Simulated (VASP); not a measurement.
Input of a VASP 6.6.1 run:

Contents of INCAR:

```
PREC = Accurate ; ENCUT = 600
EDIFF = 1E-6 ; ISMEAR = -1
SIGMA = 0.05 ; LREAL = False
LASPH = True ; NELM = 60
ALGO = Normal ; ISIF = 3
LWAVE = False ; LCHARG = False
GGA = PS ; IBRION = 2
NSW = 80 ; EDIFFG = -0.005
```

The input KPOINTS:

```
Automatic mesh
0
Gamma
  8 8 4
```

The input POSCAR:

```
CuO
1.0
    2.3446497600     -1.7133998200      0.0000000000
    2.3446497600      1.7133998200      0.0000000000
   -0.8605499100      0.0000000000      5.0594394800
Cu O
2 2
Direct
    0.0032000000      0.4968000000      0.0000000000
    0.4968000000      0.0032000000      0.5000000000
    0.5714000000      0.4056000000      0.2537000000
    0.4056000000      0.5714000000      0.7537000000
```

Potentials or basis: VASP PAW PBE potentials, release 64 (Cu, O).

The run is started by

```console
$ cat potpaw_PBE.64/Cu/POTCAR potpaw_PBE.64/O/POTCAR > POTCAR
$ mpirun -np 1 vasp_std > vasp.out
```

Predict the space group after relaxing (to 0.1 Å).

Cccm (No. 66).

Estimate the band gap on the k mesh.

zero (bands 17 and 18 overlap by 1.14 eV).

Predict the relaxed volume.

10.67 Å³/atom.

Final structure:
```xyz
4
Lattice="2.0879 -1.9947 0.1590 2.0879 1.9947 0.1590 -0.4154 0.0000 5.0936" Properties=species:S:1:pos:R:3 pbc="T T T"
Cu    3.1070   -0.9974    0.2460
Cu    2.8993    0.9974    2.7928
O     1.9592   -0.0065    1.4401
O     1.7516    0.0065    3.9869
```

Caveat: the PAW data sets were made with another functional, which shifts forces and pressure a little; semilocal functionals often make such compounds metallic where correlation or magnetic order opens a gap, which also shifts bond lengths. With open d or f shells a metallic result of PBEsol can be an artefact of self-interaction; +U or a hybrid may open a gap.
